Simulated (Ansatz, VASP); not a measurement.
# Fe in VASP and in Ansatz

File INCAR:

```
SYSTEM = Fe
PREC = Accurate ; ENCUT = 520
EDIFF = 1E-7 ; ISMEAR = -1
SIGMA = 0.05 ; LREAL = .FALSE.
LASPH = .TRUE. ; NELM = 150
ALGO = Normal ; ISIF = 2
LWAVE = .FALSE. ; LCHARG = .TRUE.
ISPIN = 2 ; MAGMOM = 2.405
LORBIT = 11 ; LMAXMIX = 4
GGA = B5 ; ALDAX = 1.0
AGGAX = 1.0 ; AGGAC = 1.0
ALDAC = 0.0 ; LELF = .TRUE.
LVHAR = .TRUE. ; NBANDS = 14
```

The input KPOINTS:

```
Automatic mesh
0
G
  15 15 15
  0 0 0
```

Contents of POSCAR:

```
Fe
1.0
    2.4063866513      0.0000000000      0.0000000000
    0.0000000000      2.4063866513      0.0000000000
    0.0000000000      0.0000000000      2.4063866513
Fe
1
Direct
    0.0000000000      0.0000000000      0.0000000000
```

Input for Ansatz:

```yaml
crystal:
  lattice:
    - [2.4063866513, 0.0, 0.0]
    - [0.0, 2.4063866513, 0.0]
    - [0.0, 0.0, 2.4063866513]
  atoms:
    - { symbol: Fe, position: [0.0, 0.0, 0.0], spin: 2.405 }
hamiltonian:
  xc: blyp
  pseudopotentials:
    kind: paw
    azcp:
      Fe: "pseudopotentials/Fe.paw.azcp"
basis:
  ecutwfc: 420
  fft_grid_basis: typed
kpoints:
  mp_grid: { grid: [15, 15, 15], shift: [0, 0, 0] }
magnetization:
  spin_polarized: true
scf:
  occupations: { method: fermi_dirac, width: 0.05 }
  lower_state_search: "off"
output:
  stress: true
```

Alike in both runs: task single point; functional BLYP; k mesh 15 × 15 × 15; occupations fermi-dirac, width 0.05 eV; collinear spin.

|  | VASP | Ansatz |
| --- | --- | --- |
| version | VASP 6.6.1 | Ansatz 0.2.0 |
| potentials or method | VASP PAW PBE potentials, release 64 (Fe), cutoff 520 eV | plane waves (420 eV) with PAW, scalar-relativistic |
| valence electrons in the cell | 8 | 16 |

```tsv
	VASP	Ansatz	Ansatz less VASP
pressure (GPa)	-0.7	-0.6	+0.10
net moment per atom (μB)	2.36	2.36	+0.001
size of the moment on the site where the two differ most (μB)	2.35	2.35	-0.001
```

VASP's potentials were made for PBE, not for BLYP. Site moments also hang on the region over which each program counts them. VASP's potentials hold 8 valence electrons a cell and Ansatz's 16, so a difference there can come from the potentials and not from the codes.
